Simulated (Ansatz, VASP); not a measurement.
Rb in VASP and in Ansatz

```
Rb
1.0
     5.31730    0.00000    0.00000
    -2.65865    4.60491    0.00000
     0.00000    0.00000   17.55215
Rb
4
Direct
  0.00000 0.00000 0.00000
  0.00000 0.00000 0.50000
  0.33333 0.66667 0.25000
  0.66667 0.33333 0.75000
```

Alike in both runs: task single point; functional revPBE; k mesh 8 × 8 × 2; occupations fermi-dirac, width 0.1 eV; no spin polarisation.

```csv
,VASP,Ansatz
version,VASP 6.6.1,Ansatz 0.2.0
potentials or method,"VASP PAW PBE potentials, release 64 (Rb_sv), cutoff 520 eV","plane waves (420 eV) with PAW, scalar-relativistic"
valence electrons in the cell,36,36
```

|  | VASP | Ansatz | Ansatz less VASP |
| --- | --- | --- | --- |
| pressure (GPa) | -0.1 | -0.1 | 0.00 |

VASP's potentials were made for PBE, not for revPBE.
